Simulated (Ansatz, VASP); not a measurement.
## Rh: VASP beside Ansatz

Contents of INCAR:

```
PREC     = Accurate       # precision mode
ENCUT    = 520            # plane-wave cutoff, eV
EDIFF    = 1E-6           # SCF threshold, eV
ISMEAR   = 0              # smearing method
SIGMA    = 0.1            # smearing width, eV
LREAL    = False          # projectors in reciprocal space
LASPH    = True           # aspherical terms in the spheres
NELM     = 80             # most SCF steps
ALGO     = Normal         # electronic algorithm
ISIF     = 2              # what is computed and relaxed
LWAVE    = False          # write WAVECAR
LCHARG   = False          # write CHGCAR
GGA      = PS             # functional
NBANDS   = 22             # bands
```

KPOINTS

```
regular mesh
0
Gamma
  12 12 7
```

Contents of POSCAR:

```
Rh
1.0
    2.7932712554      0.0000000000      0.0000000000
   -1.3966356277      2.4190458539      0.0000000000
    0.0000000000      0.0000000000      4.5294999677
Rh
2
Direct
    0.6666666667      0.3333333333      0.7500000000
    0.3333333333      0.6666666667      0.2500000000
```

Input for Ansatz:

```yaml
crystal:
  lattice:
    - [2.793271255370538, 0.0, 0.0]
    - [-1.396635627685269, 2.41904585389745, 0.0]
    - [0.0, 0.0, 4.529499967665773]
  atoms:
    - { symbol: Rh, position: [0.6666666666666666, 0.3333333333333333, 0.75] }
    - { symbol: Rh, position: [0.3333333333333333, 0.6666666666666666, 0.25] }
basis:
  ecutwfc: 500.0
kpoints:
  mp_grid:
    grid: [12, 12, 7]
hamiltonian:
  xc: pbesol
scf:
  occupations:
    method: gaussian
    width: 0.1
output:
  stress: true
```

Alike in both runs: task single point; functional PBEsol; k mesh 12 × 12 × 7; occupations gaussian, width 0.1 eV; no spin polarisation.

|  | VASP | Ansatz |
| --- | --- | --- |
| version | VASP 6.6.1 | Ansatz 0.2.0 |
| potentials or method | VASP PAW PBE potentials, release 64 (Rh_pv), cutoff 520 eV | plane waves, PAW |
| valence electrons in the cell | 30 | 34 |

|  | VASP | Ansatz | Ansatz less VASP |
| --- | --- | --- | --- |
| pressure (GPa) | -26.1 | -26.0 | +0.05 |
| traceless stress, the component that is largest in VASP (GPa) | -0.53 | -0.53 | -0.004 |

VASP's potentials were made for PBE, not for PBEsol. With one functional, cell and mesh, what is left measures potentials, basis and numerics. VASP's potentials hold 30 valence electrons a cell and Ansatz's 34, so a difference there can come from the potentials and not from the codes. Ansatz's warnings: structure snapped to symmetry.
